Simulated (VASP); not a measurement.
Here is a VASP 6.6.1 calculation.

POSCAR

```
SiO2
1.0
   -2.4732446033      2.4732446033      3.6563572069
    2.4732446033     -2.4732446033      3.6563572069
    2.4732446033      2.4732446033     -3.6563572069
Si O
2 4
Direct
    0.0000000000      0.0000000000      0.0000000000
    0.7500000000      0.2500000000      0.5000000000
    0.9731664878      0.6250000000      0.8481664878
    0.3750000000      0.2231664878      0.3481664878
    0.7768335122      0.1250000000      0.1518335122
    0.8750000000      0.0268335122      0.6518335122
```

INCAR.step1

```
ALGO = Normal ; EDIFF = 1E-4
ENCUT = 520 ; GGA = PE
ISMEAR = 0 ; LASPH = True
LCHARG = False ; LREAL = False
LWAVE = True ; NBANDS = 25
NELM = 80 ; PREC = Accurate
SIGMA = 0.05
```

File INCAR.step2:

```
ALGO = Normal ; EDIFF = 1E-6
ENCUT = 520 ; ISIF = 2
ISMEAR = 0 ; ISTART = 1
LASPH = True ; LCHARG = False
LMIXTAU = True ; LREAL = False
LWAVE = False ; METAGGA = R2SCAN
NBANDS = 25 ; NELM = 80
PREC = Accurate ; SIGMA = 0.05
```

KPOINTS

```
k-points
0
Gamma
  6 6 6
```

Potentials or basis: VASP PAW PBE potentials, release 64 (Si, O).

The run is started by

```console
$ cat potpaw_PBE.64/Si/POTCAR potpaw_PBE.64/O/POTCAR > POTCAR
$ cp INCAR.step1 INCAR
$ mpirun -np 1 vasp_std > vasp.out
$ cp INCAR.step2 INCAR
$ mpirun -np 1 vasp_std > vasp.out
```

Task: What does it give for the band gap on the k mesh?

Result: 6.55 eV.

Task: Estimate the pressure.

Result: 0.2 GPa.

Caveat: the PAW data sets were made with another functional, which shifts forces and pressure a little. A k mesh can miss the band edges.
